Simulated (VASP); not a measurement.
# Mg8HO8 (a cell with a defect) in VASP: a series of runs

Mg8HO8 (a cell with a defect) is run at these levels: PBE; tasks: single point.

All numbers are computed with VASP 6.6.1; they aren't measurements. Logs are shortened: lines on timing, memory, paths and dates and some standing lists are left out, and cuts for length are marked.

### 1 The cell of the first run

The cell holds a defect, 17 atoms: a = 5.589 Å, b = 5.589 Å, c = 5.589 Å, α = 60.00°, β = 60.00°, γ = 60.00°.

### 2 Single point, PBE, collinear spin

File INCAR:

```
PREC = Accurate
ENCUT = 520
EDIFF = 1E-6
ISMEAR = -1
SIGMA = 0.05
LREAL = Auto
LASPH = T
NELM = 150
ALGO = Normal
ISIF = 2
LWAVE = F
LCHARG = T
ISPIN = 2
MAGMOM = 0 0 0 0 0 0 0 0 0 0 0 0 0 0 0 0 1
LORBIT = 11
GGA = PE
LELF = T
LVHAR = T
NBANDS = 50
```

File KPOINTS:

```
Automatic mesh
0
Gamma
  2 2 2
```

File POSCAR:

```
Mg8HO8
1.0
    0.0000000000      3.9520000000      3.9520000000
    3.9520000000      0.0000000000      3.9520000000
    3.9520000000      3.9520000000      0.0000000000
Mg O H
8 8 1
Direct
    0.0235829960     -0.0217611336      0.0233552632
    0.0111589069      0.0436234818      0.5077176113
    0.0420167004      0.4868547571      0.0302758097
   -0.0129175101      0.4944711538      0.5300480769
    0.5361589069      0.0243168016     -0.0392712551
    0.5569838057      0.0206983806      0.4803137652
    0.5035551619      0.5481148785     -0.0047950405
    0.4661563765      0.5865258097      0.5074013158
    0.2960146761      0.2224569838      0.2519610324
    0.2679782389      0.2526948381      0.7419154858
    0.2413714575      0.8000000000      0.2590334008
    0.3099822874      0.7953061741      0.7296685223
    0.7718243927      0.2922950405      0.2296938259
    0.7331351215      0.2998861336      0.7647646761
    0.7637272267      0.8045926113      0.2240258097
    0.7826670040      0.7781629555      0.7190789474
    0.0949645749      0.6093117409      0.1940789474
```

Potentials or basis: VASP PAW PBE potentials, release 64 (Mg, O, H).

Run with:

```console
$ cat potpaw_PBE.64/Mg/POTCAR potpaw_PBE.64/O/POTCAR potpaw_PBE.64/H/POTCAR > POTCAR
$ mpirun -np 1 vasp_std > vasp.out
```

OUTCAR:

```text
PREC = Accurate
   ENCUT = 520
   EDIFF = 1E-6
   ISMEAR = -1
   LREAL = Auto
   LASPH = T
   NELM = 150
   ISIF = 2
   ISPIN = 2
   LORBIT = 11
   GGA = PE

 ion  position               nearest neighbor table
   1  0.024  0.978  0.023-  17 1.71  15 1.73  11 1.81  12 1.93  10 2.06  13 2.08  14 2.19   7 2.55
                             6 2.59   3 2.68   2 2.75   4 2.77   5 2.79   4 2.83   5 2.84   2 2.87
   2  0.011  0.044  0.508-   9 1.86  11 1.95  16 1.96  14 2.03  13 2.05  12 2.07   4 2.52   8 2.55
                             3 2.58   5 2.60   6 2.69   1 2.75   1 2.87   6 2.92   5 3.00   3 3.02
   3  0.042  0.487  0.030-  17 1.58  13 1.86   9 1.89  15 2.05  10 2.08  16 2.26  12 2.28   2 2.58
                             7 2.67   4 2.67   1 2.68   8 2.69   5 2.69   1 2.92   5 2.93   4 2.94
   4  0.987  0.494  0.530-  17 1.53  14 1.78  16 1.90  10 1.96  15 2.12   9 2.18  11 2.22   2 2.52
                             7 2.66   3 2.67   6 2.70   8 2.75   1 2.77   1 2.83   8 2.90   3 2.94
   5  0.536  0.024  0.961-  14 1.89  16 1.93  10 1.93  15 1.95   9 1.95  11 2.07   2 2.60   6 2.64
                             7 2.66   3 2.69   8 2.79   1 2.79   1 2.84   8 2.87   3 2.93   7 2.94
   6  0.557  0.021  0.480-  16 1.84  12 1.87  15 1.88  13 1.93   9 1.95  10 1.97   1 2.59   8 2.64
                             5 2.64   2 2.69   4 2.70   7 2.77   7 2.84   2 2.92   4 2.94   5 2.95
   7  0.504  0.548  0.995-  12 1.83  14 1.89  17 1.90  13 1.99  16 2.02  11 2.04   9 2.13   1 2.55
                             5 2.66   4 2.66   3 2.67   8 2.73   6 2.77   6 2.84   8 2.87   5 2.94
   8  0.466  0.587  0.507-  12 1.74  11 1.88  15 2.05  14 2.08  10 2.14  13 2.26   2 2.55   6 2.64
                             3 2.69   7 2.73   4 2.75   5 2.79   5 2.87   7 2.87   4 2.90   3 2.98
   9  0.296  0.222  0.252-   2 1.86   3 1.89   6 1.95   5 1.95   7 2.13   4 2.18
  10  0.268  0.253  0.742-   5 1.93   4 1.96   6 1.97   1 2.06   3 2.08   8 2.14
  11  0.241  0.800  0.259-   1 1.81   8 1.88   2 1.95   7 2.04   5 2.07   4 2.22
  12  0.310  0.795  0.730-   8 1.74   7 1.83   6 1.87   1 1.93   2 2.07   3 2.28
  13  0.772  0.292  0.230-   3 1.86   6 1.93   7 1.99   2 2.05   1 2.08   8 2.26
  14  0.733  0.300  0.765-   4 1.78   7 1.89   5 1.89   2 2.03   8 2.08   1 2.19
  15  0.764  0.805  0.224-   1 1.73   6 1.88   5 1.95   3 2.05   8 2.05   4 2.12
  16  0.783  0.778  0.719-   6 1.84   4 1.90   5 1.93   2 1.96   7 2.02   3 2.26
  17  0.095  0.609  0.194-   4 1.53   3 1.58   1 1.71   7 1.90

  LATTYP: Found a face centered cubic cell.
 ALAT       =     7.9040000000

  Lattice vectors:

 A1 = (   0.0000000000,   3.9520000000,   3.9520000000)
 A2 = (   3.9520000000,   0.0000000000,   3.9520000000)
 A3 = (   3.9520000000,   3.9520000000,   0.0000000000)

Analysis of symmetry for initial positions (statically):
=====================================================================
 Subroutine PRICEL returns:
 Original cell was already a primitive cell.

 Routine SETGRP: Setting up the symmetry group for a
 face centered cubic supercell.

[... 197 lines left out ...]
 fundamental gap:      0.1313017725
 Fermi energy:         8.2451759530

 spin component 1

 k-point     1 :       0.0000    0.0000    0.0000
  band No.  band energies     occupation
      1     -13.7598      1.00000
      2     -12.2497      1.00000
      3     -11.8094      1.00000
      4     -11.7619      1.00000
      5     -11.7270      1.00000
      6     -11.2895      1.00000
[... 365 lines left out ...]
     43      17.3587      0.00000
     44      17.8923      0.00000
 Fermi energy:         8.2451759530

 spin component 2

 k-point     1 :       0.0000    0.0000    0.0000
  band No.  band energies     occupation
      1     -13.7135      1.00000
      2     -12.1784      1.00000
      3     -11.7988      1.00000
      4     -11.7211      1.00000
      5     -11.7030      1.00000
      6     -11.2475      1.00000
[... 365 lines left out ...]
     43      17.3710      0.00000
     44      17.9020      0.00000
 [bands above 44 left out]

------------------------ aborting loop because EDIFF is reached ----------------------------------------

  FORCE on cell =-STRESS in cart. coord.  units (eV):
  Direction    XX          YY          ZZ          XY          YZ          ZX
  --------------------------------------------------------------------------------------
  -------------------------------------------------------------------------------------
  Total       55.1257112     53.8501112     57.9814214      1.2572901      0.2045652      0.5687512
  in kB      715.4577374    698.9021613    752.5210222     16.3179376      2.6549823      7.3816277
  external PRESSURE =     722.2936403 kB  Pullay stress =       0.0000000 kB

 VOLUME and BASIS-vectors are now :
 -----------------------------------------------------------------------------
  energy-cutoff  :      520.00
  volume of cell :      123.45
      direct lattice vectors                 reciprocal lattice vectors
     0.000000000  3.952000000  3.952000000    -0.126518219  0.126518219  0.126518219
     3.952000000  0.000000000  3.952000000     0.126518219 -0.126518219  0.126518219
     3.952000000  3.952000000  0.000000000     0.126518219  0.126518219 -0.126518219

 POSITION                                       TOTAL-FORCE (eV/Angst)
 -----------------------------------------------------------------------------------
      3.95830      0.18550      3.95920         1.624953     -2.397077      5.333459
      2.17890      2.05060      0.21650        -0.600198     -0.266866     -1.303350
      2.04370      0.28570      2.09010        -2.161445     -3.624847     -0.049694
      4.04890      5.99570      5.85510         0.915582      2.535748      2.542329
      3.89290      5.91570      2.21500         1.033965      0.019879     -1.203296
      1.98000      4.09940      2.28300         1.836905     -2.135348      0.720832
[... 9 lines left out ...]
      5.91710      5.93490      6.16840         1.337610      2.612774      0.089475
      3.17500      1.14230      2.78330        -1.209084      0.626037      1.665328
 -----------------------------------------------------------------------------------
    total drift:                               -0.008676      0.004892      0.010206

  FREE ENERGIE OF THE ION-ELECTRON SYSTEM (eV)
  ---------------------------------------------------
  free  energy   TOTEN  =       -84.8377010984 eV

  energy  without entropy=      -84.8276268631  energy(sigma->0) =      -84.83266398

 total charge

# of ion       s       p       d       tot
------------------------------------------
    1        0.205   0.301   0.168   0.674
    2        0.188   0.259   0.130   0.578
    3        0.192   0.260   0.132   0.584
    4        0.205   0.286   0.149   0.640
    5        0.191   0.270   0.139   0.601
    6        0.202   0.300   0.163   0.665
[... 9 lines left out ...]
   16        1.553   3.695   0.000   5.248
   17        0.649   0.029   0.000   0.678
--------------------------------------------------
tot         14.701  31.644   1.158  47.503

 magnetization (x)

# of ion       s       p       d       tot
------------------------------------------
    1       -0.000  -0.000   0.001   0.001
    2        0.000   0.000   0.000   0.001
    3        0.000   0.002   0.003   0.005
    4        0.001   0.002   0.003   0.006
    5       -0.000   0.000   0.001   0.001
    6       -0.000   0.000   0.001   0.001
[... 9 lines left out ...]
   16       -0.000  -0.000   0.000  -0.000
   17        0.079   0.001   0.000   0.079
--------------------------------------------------
tot          0.088   0.134   0.009   0.232
```

stdout:

```text
POSCAR found type information on POSCAR MgO H
 POSCAR found :  3 types and      17 ions
 scaLAPACK will be used
 LDA part: xc-table for (Slater+PW92), standard interpolation
 POSCAR, INCAR and KPOINTS ok, starting setup
 FFT: planning ... GRIDC
 FFT: planning ... GRID_SOFT
 FFT: planning ... GRID
 WAVECAR not read
 entering main loop
```

Run time: 10 min. Hardware: 1 thread of Intel Xeon 8259CL, shared host; peak memory 0.35 GiB.

What came out:

- Free energy: -84.8377 eV
- Pressure: 72.2 GPa
- Largest force: 6.069 eV/Å
- Net moment: 0.29 μB per cell
- Site moments: Mg +0.00, +0.01, -0.00 (each value once); O +0.04, -0.00, +0.03, +0.01, +0.06 (each value once); H +0.08 μB
- Valence electrons inside the program's atomic spheres: Mg 0.67, 0.58, 0.64, 0.60, 0.59 (each value once); O 5.21, 5.20, 5.23, 5.30, 5.25 (each value once); H 0.68

Forces on the atoms (eV/Å):
```
Mg   1.625 -2.397  5.333
Mg  -0.600 -0.267 -1.303
Mg  -2.161 -3.625 -0.050
Mg   0.916  2.536  2.542
Mg   1.034  0.020 -1.203
Mg   1.837 -2.135  0.721
Mg   0.382  2.986 -0.630
Mg  -5.370  0.719 -1.051
O    1.086 -0.001  1.315
O    1.729 -0.239  1.480
O   -1.120  1.970  0.591
O    2.330 -2.134 -3.088
O    1.159  0.426 -0.663
O   -2.562 -0.151 -0.979
O   -0.414 -0.946 -4.768
O    1.338  2.613  0.089
H   -1.209  0.626  1.665
```

Stress tensor (GPa, compression positive):
```
71.55  1.63  0.74
 1.63 69.89  0.27
 0.74  0.27 75.25
```

Caveat: the k points lie up to 0.69 Å⁻¹ apart; the atoms stand as in a frame of molecular dynamics.

### 3 Single point, PBE, collinear spin

File INCAR:

```
SYSTEM = Mg8HO8
ALGO = Normal ; EDIFF = 1E-6
ENCUT = 520 ; GGA = PE
ISIF = 2 ; ISMEAR = -1
ISPIN = 2 ; LASPH = .TRUE.
LCHARG = .FALSE. ; LORBIT = 11
LREAL = Auto ; LWAVE = .FALSE.
MAGMOM = 0 0 0 0 0 0 0 0 0 0 0 0 0 0 0 0 1 ; NBANDS = 50
NELM = 150 ; PREC = Accurate
SIGMA = 0.05
```

File KPOINTS:

```
k-points
0
G
  2 2 2
  0 0 0
```

File POSCAR:

```
Mg8HO8
1.0
    0.0000000000      3.9520000000      3.9520000000
    3.9520000000      0.0000000000      3.9520000000
    3.9520000000      3.9520000000      0.0000000000
Mg O H
8 8 1
Direct
    0.0119433198      0.0430161943      0.0091346154
    0.0283400810      0.0139170040      0.4923582996
    0.0134109312      0.5705971660     -0.0204200405
    0.0187753036      0.5513917004      0.4956983806
    0.5000759109      0.0319331984     -0.0010374494
    0.4773152834      0.0432312753      0.5006705466
    0.5653972672      0.4860197368     -0.0125379555
    0.5430414980      0.4903846154      0.5131325911
    0.2604883603      0.2800986842      0.2241523279
    0.2696735830      0.2739752024      0.7464448381
    0.2486589069      0.7642459514      0.2666751012
    0.2652074899      0.7865890688      0.7341093117
    0.7676619433      0.2612854251      0.2553390688
    0.7710273279      0.2676366397      0.7549848178
    0.7771381579      0.7363233806      0.2878669028
    0.7541624494      0.7982667004      0.7448001012
    0.1695470648      0.6815915992      0.0981148785
```

Potentials or basis: VASP PAW PBE potentials, release 64 (Mg, O, H).

Run with:

```console
$ cat potpaw_PBE.64/Mg/POTCAR potpaw_PBE.64/O/POTCAR potpaw_PBE.64/H/POTCAR > POTCAR
$ mpirun -np 1 vasp_std > vasp.out
```

OUTCAR:

```text
SYSTEM = Mg8HO8
   EDIFF = 1E-6
   ENCUT = 520
   GGA = PE
   ISIF = 2
   ISMEAR = -1
   ISPIN = 2
   LASPH = .TRUE.
   LORBIT = 11
   LREAL = Auto
   NELM = 150
   PREC = Accurate

 ion  position               nearest neighbor table
   1  0.012  0.043  0.009-  17 1.66  13 1.84  10 1.94  14 1.96  11 1.96  12 2.10  15 2.15   7 2.49
                             2 2.67   5 2.67   3 2.72   6 2.73   4 2.73   4 2.86   3 2.87   6 2.88
   2  0.028  0.014  0.492-  11 1.88  12 1.89  16 1.94  13 1.97   9 1.97  14 2.04   4 2.60   3 2.61
                             6 2.62   1 2.67   8 2.69   5 2.70   5 2.89   8 2.90   1 2.93   6 2.98
   3  0.013  0.571  0.980-  17 1.77  12 1.85  15 1.92  16 1.96   9 1.96  10 2.10  13 2.20   2 2.61
                             1 2.72   5 2.73   4 2.74   7 2.75   8 2.81   8 2.83   4 2.85   5 2.87
   4  0.019  0.551  0.496-  11 1.75  15 1.79  17 1.82  16 1.96  10 1.99  14 2.10   9 2.15   2 2.60
                             7 2.66   6 2.71   1 2.73   3 2.74   8 2.79   8 2.82   3 2.85   1 2.86
   5  0.500  0.032  0.999-   9 1.87  10 1.91  16 1.93  14 2.01  11 2.05  15 2.24   8 2.65   1 2.67
                             2 2.70   7 2.71   3 2.73   6 2.77   6 2.82   3 2.87   2 2.89   7 2.92
   6  0.477  0.043  0.501-  12 1.86  10 1.89   9 1.96  13 2.02  16 2.06  15 2.08   2 2.62   7 2.70
                             4 2.71   1 2.73   8 2.74   5 2.77   5 2.82   1 2.88   8 2.89   4 2.90
   7  0.565  0.486  0.987-  14 1.79  17 1.83  13 1.87  16 2.01   9 2.04  12 2.20  11 2.21   1 2.49
                             4 2.66   6 2.70   8 2.70   5 2.71   3 2.75   8 2.89   3 2.90   5 2.92
   8  0.543  0.490  0.513-  14 1.86  15 1.90  13 1.93  10 1.94  12 2.06  11 2.14   5 2.65   2 2.69
[... 1006 lines left out ...]
 -----------------------------------------------------------------------------------
      0.20610      0.08330      0.21720        -1.748344     -0.341114     -0.561739
      2.00080      2.05780      0.16700         1.572711     -0.894135      0.570389
      6.12630      3.92430      2.30800        -0.801120      0.969883     -2.150861
      4.13810      2.03320      2.25330        -1.073234      1.407820     -3.326531
      4.07410      5.92420      2.10250        -0.784537      1.567809     -0.560983
      2.14950      3.86500      2.05720        -1.756233      1.376642      1.048100
[... 9 lines left out ...]
      6.09820      5.92390      6.13520        -0.282538      0.777138     -1.162048
      3.08140      1.05780      3.36370        -0.871157      0.252269     -0.473377
 -----------------------------------------------------------------------------------
    total drift:                               -0.004565      0.009700     -0.002988

  FREE ENERGIE OF THE ION-ELECTRON SYSTEM (eV)
  ---------------------------------------------------
  free  energy   TOTEN  =       -86.2904215682 eV

  energy  without entropy=      -86.2840798807  energy(sigma->0) =      -86.28725072

 total charge

# of ion       s       p       d       tot
------------------------------------------
    1        0.193   0.274   0.145   0.611
    2        0.194   0.275   0.143   0.612
    3        0.188   0.264   0.139   0.591
    4        0.203   0.296   0.164   0.662
    5        0.186   0.256   0.129   0.571
    6        0.187   0.261   0.134   0.582
[... 9 lines left out ...]
   16        1.550   3.683   0.000   5.233
   17        0.597   0.034   0.000   0.632
--------------------------------------------------
tot         14.606  31.649   1.130  47.385

 magnetization (x)

# of ion       s       p       d       tot
------------------------------------------
    1        0.001   0.004   0.006   0.010
    2        0.002   0.004   0.003   0.008
    3       -0.001   0.002   0.005   0.006
    4       -0.001  -0.001   0.002   0.000
    5        0.000   0.001   0.001   0.002
    6        0.000   0.001   0.001   0.002
[... 9 lines left out ...]
   16       -0.000  -0.001   0.000  -0.001
   17        0.243   0.003   0.000   0.246
--------------------------------------------------
tot          0.283   0.252   0.021   0.555
```

OSZICAR:

```text
N       E                     dE             d eps       ncg     rms          rms(c)
DAV:   1     0.332139234752E+03    0.33214E+03   -0.33342E+04  1632   0.122E+03
DAV:   2    -0.809157757992E+02   -0.41306E+03   -0.40108E+03  2022   0.281E+02
DAV:   3    -0.999299609113E+02   -0.19014E+02   -0.18927E+02  1992   0.595E+01
DAV:   4    -0.100039208885E+03   -0.10925E+00   -0.10917E+00  1862   0.507E+00
DAV:   5    -0.100039701875E+03   -0.49299E-03   -0.49294E-03  1840   0.337E-01    0.220E+01
DAV:   6    -0.856618673678E+02    0.14378E+02   -0.41485E+01  1716   0.304E+01    0.582E+00
DAV:   7    -0.862242436544E+02   -0.56238E+00   -0.22319E+00  1766   0.628E+00    0.412E+00
DAV:   8    -0.862641560483E+02   -0.39912E-01   -0.65430E-01  1736   0.401E+00    0.150E+00
DAV:   9    -0.862901466766E+02   -0.25991E-01   -0.81826E-02  1864   0.133E+00    0.498E-01
DAV:  10    -0.862900000542E+02    0.14662E-03   -0.68571E-03  1822   0.447E-01    0.225E-01
DAV:  11    -0.862903049126E+02   -0.30486E-03   -0.14488E-03  1858   0.200E-01    0.975E-02
DAV:  12    -0.862904008212E+02   -0.95909E-04   -0.22275E-04  1850   0.934E-02    0.359E-02
DAV:  13    -0.862904208056E+02   -0.19984E-04   -0.59038E-05  1840   0.417E-02    0.150E-02
DAV:  14    -0.862904215682E+02   -0.76258E-06   -0.54486E-06  1954   0.180E-02
   1 F= -.86290422E+02 E0= -.86287251E+02  d E =-.634169E-02  mag=     0.7504
```

stdout:

```text
POSCAR found type information on POSCAR MgO H
 POSCAR found :  3 types and      17 ions
 scaLAPACK will be used
 LDA part: xc-table for (Slater+PW92), standard interpolation
 POSCAR, INCAR and KPOINTS ok, starting setup
 FFT: planning ... GRIDC
 FFT: planning ... GRID_SOFT
 FFT: planning ... GRID
 WAVECAR not read
 entering main loop
```

Run time: 7.7 min. Hardware: 1 thread of Intel Xeon 8259CL, shared host; peak memory 0.35 GiB.

What came out:

* Free energy: -86.2904 eV
* Pressure: 69.5 GPa
* Largest force: 5.676 eV/Å
* Net moment: 0.75 μB per cell
* Site moments: Mg +0.01, +0.00 (each value once); O +0.04, -0.00, +0.10, +0.09, +0.05 (each value once); H +0.25 μB
* Valence electrons inside the program's atomic spheres: Mg 0.61, 0.59, 0.66, 0.57, 0.58, 0.60 (each value once); O 5.22, 5.25, 5.24, 5.26, 5.27, 5.23 (each value once); H 0.63

Forces on the atoms (eV/Å):
```
Mg  -1.748 -0.341 -0.562
Mg   1.573 -0.894  0.570
Mg  -0.801  0.970 -2.151
Mg  -1.073  1.408 -3.327
Mg  -0.785  1.568 -0.561
Mg  -1.756  1.377  1.048
Mg   3.947 -2.363 -0.084
Mg   0.810 -2.288  0.475
O    0.368  1.861 -0.426
O    1.177 -0.933 -0.090
O    0.067  2.474  5.108
O   -1.309 -0.036  0.891
O    0.966 -0.118  0.447
O   -1.839  1.153  0.063
O    1.557 -4.866  0.234
O   -0.283  0.777 -1.162
H   -0.871  0.252 -0.473
```

Caveat: the k points lie up to 0.69 Å⁻¹ apart; a moment this small can come from the mesh or the smearing; the atoms stand as in a frame of molecular dynamics.

[end of part 1 of 2]
